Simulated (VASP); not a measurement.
Wanted: the native input for a VASP 6.6.1 run.

```
Task                   : single point
Functional             : r2SCAN
Potentials or basis    : VASP PAW PBE potentials, release 64 (Ba_sv, Ti_sv, O)
Cutoff                 : 520 eV
k mesh                 : 6 × 6 × 6
Occupations            : gaussian, width 0.01 eV
Spin                   : no spin polarisation
Dipole correction      : no
Further INCAR settings : ALGO = Normal; EDIFF = 1e-06; NBANDS = 28
```

Crystal: BaTiO3.

```
CELL_PARAMETERS angstrom
4.00266 0.00000 0.00000
0.00000 2.88604 2.90267
0.00000 -2.88604 2.90267
ATOMIC_POSITIONS crystal
Ba 0.00000 0.00841 0.00841
Ti 0.50000 0.52396 0.52396
O 0.00000 0.49039 0.49039
O 0.50000 0.49397 0.98015
O 0.50000 0.98015 0.49397
```

One way to write it, as run:

POSCAR

```
BaTiO3
1.0
    4.0026586644      0.0000000000      0.0000000000
    0.0000000000      2.8860425808      2.9026702619
    0.0000000000     -2.8860425808      2.9026702619
Ba Ti O
1 1 3
Direct
    0.0000000000      0.0084123025      0.0084123025
    0.5000000000      0.5239607255      0.5239607255
    0.0000000000      0.4903884368      0.4903884368
    0.5000000000      0.4939726215      0.9801459137
    0.5000000000      0.9801459137      0.4939726215
```

INCAR.step1

```
PREC     = Accurate       # precision mode
ENCUT    = 520            # plane-wave cutoff, eV
ISMEAR   = 0              # smearing method
SIGMA    = 0.01           # smearing width, eV
LREAL    = False          # projectors in reciprocal space
LASPH    = True           # aspherical terms in the spheres
NELM     = 80             # most SCF steps
NBANDS   = 28             # bands
GGA      = PE             # functional
ALGO     = Normal         # electronic algorithm
EDIFF    = 1E-4           # SCF threshold, eV
LWAVE    = True           # write WAVECAR
LCHARG   = False          # write CHGCAR
```

INCAR.step2

```
PREC     = Accurate       # precision mode
ENCUT    = 520            # plane-wave cutoff, eV
EDIFF    = 1E-6           # SCF threshold, eV
ISMEAR   = 0              # smearing method
SIGMA    = 0.01           # smearing width, eV
LREAL    = False          # projectors in reciprocal space
LASPH    = True           # aspherical terms in the spheres
NELM     = 80             # most SCF steps
ALGO     = Normal         # electronic algorithm
ISIF     = 2              # what is computed and relaxed
LWAVE    = False          # write WAVECAR
LCHARG   = True           # write CHGCAR
METAGGA  = R2SCAN         # meta-GGA
LMIXTAU  = True         
LELF     = True           # ELF
LVHAR    = True         
NBANDS   = 28             # bands
ISTART   = 1
```

KPOINTS

```
regular mesh
0
Gamma
  6 6 6
```

Potentials or basis: VASP PAW PBE potentials, release 64 (Ba_sv, Ti_sv, O).

The run is started by

```bash
$ cat potpaw_PBE.64/Ba_sv/POTCAR potpaw_PBE.64/Ti_sv/POTCAR potpaw_PBE.64/O/POTCAR > POTCAR
$ cp INCAR.step1 INCAR
$ mpirun -np 1 vasp_std > vasp.out
$ cp INCAR.step2 INCAR
$ mpirun -np 1 vasp_std > vasp.out
```

Results of the run:

```yaml
Pressure: -3.1 GPa
Largest_force: 0.162 eV/Å
Band_gap_on_the_k_mesh: 2.56 eV (least direct gap 3.05 eV)
```

Caveat: the cell stands under tension; the PAW data sets were made with another functional, which shifts forces and pressure a little; spin-orbit coupling is left out, which moves the levels of the heavy elements.

Wall time 4.5 min on 1 thread of AMD EPYC 7R13 Processor (Zen 3), on a shared host, peak memory 0.21 GiB.
